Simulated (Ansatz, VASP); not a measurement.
## One calculation of InP, two programs

```xyz
2
Lattice="0.0000 2.9140 2.9140 2.9140 0.0000 2.9140 2.9140 2.9140 0.0000" Properties=species:S:1:pos:R:3 pbc="T T T"
In    0.0000    0.0000    0.0000
P     4.3710    4.3710    4.3710
```

Alike in both runs: functional LDA; k mesh 10 × 10 × 10; occupations gaussian, width 0.02 eV; no spin polarisation.

Ansatz relaxed the structure, and its values are those at the end. VASP's run is a single point on that final structure, the one shown.

|  | VASP | Ansatz |
| --- | --- | --- |
| version | VASP 6.6.1 | Ansatz 0.2.0 |
| potentials or method | VASP PAW LDA potentials, release 64 (In_d, P), cutoff 500 eV | scalar-relativistic, plane waves, PAW |
| valence electrons in the cell | 18 | 18 |

|  | VASP | Ansatz | Ansatz less VASP |
| --- | --- | --- | --- |
| gap on the k mesh at the Fermi level (eV) | 0.60 | 0.57 | -0.029 |
| least direct gap on the mesh (eV) | 0.60 | 0.57 | -0.029 |
| pressure (GPa) | 0.0 | 0.0 | -0.02 |

LDA's correlation is that of Perdew and Zunger in VASP and of Perdew and Wang (1992) in Ansatz.
